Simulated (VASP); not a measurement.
A run of VASP 6.6.1 is set up as follows.

File INCAR:

```
ALGO = Normal
EDIFF = 1E-7
ENCUT = 520
GGA = PS
ISIF = 2
ISMEAR = 0
ISPIN = 2
LASPH = T
LCHARG = F
LMAXMIX = 4
LORBIT = 11
LREAL = F
LWAVE = F
MAGMOM = 4 0 0 0
NBANDS = 29
NELM = 150
PREC = Accurate
SIGMA = 0.05
```

Contents of KPOINTS:

```
k-points
0
Gamma
  6 6 6
```

Contents of POSCAR:

```
MnCl3
1.0
    4.9100000000      0.0000000000      0.0000000000
    0.0000000000      4.9100000000      0.0000000000
    0.0000000000      0.0000000000      4.9100000000
Mn Cl
1 3
Direct
    0.0000000000      0.0000000000      0.0000000000
    0.5000000000      0.0000000000      0.0000000000
    0.0000000000      0.0000000000      0.5000000000
    0.0000000000      0.5000000000      0.0000000000
```

Potentials or basis: VASP PAW PBE potentials, release 64 (Mn_pv, Cl).

Launch:

```console
$ cat potpaw_PBE.64/Mn_pv/POTCAR potpaw_PBE.64/Cl/POTCAR > POTCAR
$ mpirun -np 1 vasp_std > vasp.out
```

(1) What does it give for the net moment?

(2) Predict the pressure.

(3) Predict the site moments.

## Answers

(1) 4.09 μB per cell.

(2) -5.3 GPa.

(3) Mn +3.83; Cl +0.01 μB.

Caveat: the PAW data sets were made with another functional, which shifts forces and pressure a little; a cell with one magnetic atom can't hold antiferromagnetic order, which such compounds often take.
